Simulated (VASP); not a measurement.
A run of VASP 6.6.1 is set up as follows.

The input POSCAR:

```
TiO
1.0
    2.8516080131      0.0000000000      0.0000000000
   -1.4258040066      2.4695649810      0.0000000000
    0.0000000000      0.0000000000      5.5675030000
Ti O
2 2
Direct
    0.3333333333      0.6666666667      0.2500000000
    0.6666666667      0.3333333333      0.7500000000
    0.0000000000      0.0000000000      0.0000000000
    0.0000000000      0.0000000000      0.5000000000
```

The input INCAR.step1:

```
SYSTEM = TiO
ALGO = Normal
EDIFF = 1E-4
ENCUT = 520
GGA = PE
ISMEAR = 0
ISYM = 0
LASPH = .True.
LCHARG = .False.
LREAL = .False.
LWAVE = .True.
NBANDS = 26
NELM = 60
PREC = Accurate
SIGMA = 0.1
```

Contents of INCAR.step2:

```
SYSTEM = TiO
ALGO = Normal
EDIFF = 1E-6
ENCUT = 520
ISIF = 2
ISMEAR = 0
ISTART = 1
ISYM = 0
LASPH = .True.
LCHARG = .True.
LELF = .True.
LMIXTAU = .True.
LREAL = .False.
LVHAR = .True.
LWAVE = .False.
METAGGA = R2SCAN
NBANDS = 26
NELM = 60
PREC = Accurate
SIGMA = 0.1
```

The input KPOINTS:

```
Automatic mesh
0
Gamma
  6 6 4
  0.5 0.5 0.5
```

Potentials or basis: VASP PAW PBE potentials, release 64 (Ti_sv, O).

Run with:

```bash
$ cat potpaw_PBE.64/Ti_sv/POTCAR potpaw_PBE.64/O/POTCAR > POTCAR
$ cp INCAR.step1 INCAR
$ mpirun -np 1 vasp_std > vasp.out
$ cp INCAR.step2 INCAR
$ mpirun -np 1 vasp_std > vasp.out
```

**Question.** What does it give for the band gap on the k mesh?

**Answer.** 0.26 eV, indirect (least direct gap 0.88 eV).

**Question.** What does it give for the pressure?

**Answer.** -3.6 GPa.

Stress tensor (GPa, compression positive):
```
-4.18  0.00  0.00
 0.00 -4.18  0.00
 0.00  0.00 -2.50
```

Caveat: the PAW data sets were made with another functional, which shifts forces and pressure a little. A k mesh can miss the band edges.
